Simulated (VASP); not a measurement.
Input of a VASP 6.6.1 run:

File INCAR:

```
SYSTEM = HfN
PREC     = Accurate       ! precision mode
ENCUT    = 520            ! plane-wave cutoff, eV
EDIFF    = 1E-6           ! SCF threshold, eV
ISMEAR   = -1             ! smearing method
SIGMA    = 0.1            ! smearing width, eV
LREAL    = .False.        ! projectors in reciprocal space
LASPH    = .True.         ! aspherical terms in the spheres
NELM     = 100            ! most SCF steps
ALGO     = Normal         ! electronic algorithm
ISIF     = 2              ! what is computed and relaxed
LWAVE    = .False.        ! write WAVECAR
LCHARG   = .True.         ! write CHGCAR
GGA      = PE             ! functional
IVDW     = 13             ! dispersion correction
LELF     = .True.         ! ELF
LVHAR    = .True.       
NBANDS   = 14             ! bands
```

File KPOINTS:

```
regular mesh
0
Gamma
  13 13 13
  0 0 0
```

POSCAR

```
HfN
1.0
    0.0000000000      2.2607753322      2.2607753322
    2.2607753322      0.0000000000      2.2607753322
    2.2607753322      2.2607753322      0.0000000000
Hf N
1 1
Direct
    0.0000000000      0.0000000000      0.0000000000
    0.5000000000      0.5000000000      0.5000000000
```

Potentials or basis: VASP PAW PBE potentials, release 64 (Hf_pv, N).

Command:

```sh
$ cat potpaw_PBE.64/Hf_pv/POTCAR potpaw_PBE.64/N/POTCAR > POTCAR
$ mpirun -np 1 vasp_std > vasp.out
```

Q: Predict the band gap on the k mesh.

A: Zero (an odd number of electrons rules out a gap without spin polarisation).

Q: Estimate the pressure.

A: -2.3 GPa.

Q: What does it give for the dispersion energy per atom?

A: -0.281 eV.

Caveat: spin-orbit coupling is left out, which moves the levels of the heavy elements.
